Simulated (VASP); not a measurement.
Here is a VASP 6.6.1 calculation.

File INCAR:

```
SYSTEM = Ru
PREC = Accurate ; ENCUT = 500
EDIFF = 1E-6 ; ISMEAR = 0
SIGMA = 0.1 ; LREAL = .False.
LASPH = .True. ; NELM = 120
ALGO = Normal ; ISIF = 2
LWAVE = .False. ; LCHARG = .False.
GGA = PS ; IVDW = 13
NBANDS = 21 ; GGA_COMPAT = .False.
```

The input KPOINTS:

```
regular mesh
0
Gamma
  18 18 10
  0 0 0
```

File POSCAR:

```
Ru
1.0
    2.6805245966      0.0000000000      0.0000000000
   -1.3402622983      2.3214023962      0.0000000000
    0.0000000000      0.0000000000      4.2398746385
Ru
2
Direct
    0.3333333333      0.6666666667      0.2500000000
    0.6666666667      0.3333333333      0.7500000000
```

Potentials or basis: VASP PAW PBE potentials, release 64 (Ru_pv).

Launch:

```bash
$ cat potpaw_PBE.64/Ru_pv/POTCAR > POTCAR
$ mpirun -np 1 vasp_std > vasp.out
```

Problem. What does it give for the dispersion energy per atom?

Solution. -0.313 eV.

Problem. Estimate the band gap on the k mesh.

Solution. Zero (bands 14 and 15 overlap by 3.27 eV).

Problem. What does it give for the pressure?

Solution. 0.0 GPa.

Caveat: the PAW data sets were made with another functional, which shifts forces and pressure a little.
